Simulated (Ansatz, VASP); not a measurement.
## GaN: VASP beside Ansatz

File POSCAR:

```
GaN
1.0
    0.0000000000      2.2535006075      2.2535006075
    2.2535006075      0.0000000000      2.2535006075
    2.2535006075      2.2535006075      0.0000000000
Ga N
1 1
Direct
    0.0000000000      0.0000000000      0.0000000000
    0.7500000000      0.7500000000      0.7500000000
```

File INCAR.step1:

```
PREC = Accurate ; ENCUT = 1460
ISMEAR = 0 ; SIGMA = 0.05
LREAL = F ; LASPH = T
NELM = 120 ; NBANDS = 16
GGA = PE ; ALGO = Normal
EDIFF = 1E-5 ; LWAVE = T
LCHARG = F ; GGA_COMPAT = F
```

Contents of INCAR.step2:

```
PREC = Accurate ; ENCUT = 1460
EDIFF = 1E-6 ; ISMEAR = 0
SIGMA = 0.05 ; LREAL = F
LASPH = T ; NELM = 120
ALGO = Normal ; ISIF = 2
LWAVE = F ; LCHARG = F
METAGGA = R2SCAN ; LMIXTAU = T
NBANDS = 16 ; ISTART = 1
GGA_COMPAT = F
```

Contents of KPOINTS:

```
regular mesh
0
Gamma
  12 12 12
```

Input for Ansatz:

```yaml
crystal:
  lattice:
    - [0.0, 2.2535006075, 2.2535006075]
    - [2.2535006075, 0.0, 2.2535006075]
    - [2.2535006075, 2.2535006075, 0.0]
  atoms:
    - { symbol: Ga, position: [0.0, 0.0, 0.0] }
    - { symbol: "N", position: [0.75, 0.75, 0.75] }
basis:
  ecutwfc: 500
kpoints:
  mp_grid: { grid: [12, 12, 12] }
hamiltonian:
  xc: r2scan
scf:
  occupations: { method: gaussian, width: 0.05 }
output:
  forces: true
  stress: true
  eigenvalues: true
```

Alike in both runs: task single point; functional r2SCAN; k mesh 12 × 12 × 12; occupations gaussian, width 0.05 eV; no spin polarisation.

```csv
,VASP,Ansatz
version,VASP 6.6.1,Ansatz 0.2.0
potentials or method,"VASP PAW PBE potentials, release 64 (Ga_d, N_h), cutoff 1460 eV","scalar-relativistic, plane waves, PAW"
valence electrons in the cell,18,18
```

```csv
,VASP,Ansatz,Ansatz less VASP
gap on the k mesh at the Fermi level (eV),2.12,2.13,+0.009
least direct gap on the mesh (eV),2.12,2.13,+0.009
pressure (GPa),-0.1,-1.2,-1.11
```

VASP's potentials were made for PBE, not for r2SCAN.
